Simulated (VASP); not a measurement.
Ti2O: relaxation of cell and atoms with r2SCAN

Crystal: Ti2O.

```xyz
3
Lattice="2.9194 0.0000 0.0000 -1.4597 2.5283 0.0000 0.0000 0.0000 4.7130" Properties=species:S:1:pos:R:3 pbc="T T T"
Ti    1.4597    0.8428    1.3137
Ti    0.0000    1.6855    3.3993
O     0.0000    0.0000    0.0000
```

```json
{
  "Program": "VASP 6.6.1",
  "Task": "relaxation of cell and atoms",
  "Functional": "r2SCAN",
  "Potentials or basis": "VASP PAW PBE potentials, release 64 (Ti_sv, O)",
  "Cutoff": "600 eV",
  "k mesh": "13 × 13 × 7",
  "Occupations": "methfessel-paxton, width 0.1 eV",
  "Spin": "no spin polarisation",
  "Dipole correction": "no",
  "Further INCAR settings": "ALGO = Normal; EDIFF = 1e-06; IBRION = 2; EDIFFG = -0.01; NSW = 80; ISIF = 3"
}
```

The relaxed volume is 12.16 Å³/atom and the relaxed cell is a = 2.956 Å, b = 2.956 Å, c = 4.823 Å, α = 90.00°, β = 90.00°, γ = 120.00°. The space group after relaxing (to 0.1 Å) is P-3m1 (No. 164). The energy gained by relaxing is 32.0 meV/atom. The ionic steps are 10. The pressure after relaxing is 0.0 GPa, the largest force after relaxing is 0.006 eV/Å and the band gap on the k mesh is zero (bands 15 and 16 overlap by 0.90 eV).

Forces in eV/Å, atoms in the order of the input:
```
Ti   0.000  0.000  0.006
Ti   0.000  0.000 -0.006
O    0.000  0.000  0.000
```

Step by step:
```
step  energy change (eV)  largest force (eV/Å)  pressure (GPa)  volume (Å³)
   1              0.0000                0.9735           10.07        34.79
   2             -0.0240                0.0251           -9.80        38.58
   3             -0.0888                0.3269           -1.63        36.74
   4             -0.0888                0.3362           -1.42        36.70
   5             -0.0950                0.0046            0.70        36.35
   6             -0.0952                0.0470            0.43        36.39
   7             -0.0959                0.0053           -0.10        36.50
   8             -0.0960                0.0058           -0.25        36.54
   9             -0.0960                0.0061            0.11        36.47
  10             -0.0960                0.0063            0.01        36.49
```

Final structure:
```
Ti O
1.0
     2.95558    0.00000    0.00000
    -1.47779    2.55961    0.00000
     0.00000    0.00000    4.82299
Ti O
2 1
Direct
  0.66667 0.33333 0.26928
  0.33333 0.66667 0.73072
  0.00000 0.00000 0.00000
```

Levels at points of the mesh, in eV from the Fermi level:
```csv
k point,band 13,band 14,band 15,band 16,band 17,band 18
"(0.00, 0.00, 0.00)",-4.15,-0.37,0.20,0.56,0.56,1.10
```

Wall time 17 min on 1 thread of Intel(R) Xeon(R) 6975P-C (Granite Rapids), with other jobs on the host, peak memory 0.25 GiB.

Caveat: the PAW data sets were made with another functional, which shifts forces and pressure a little. Zero-point motion and thermal expansion aren't in these numbers.
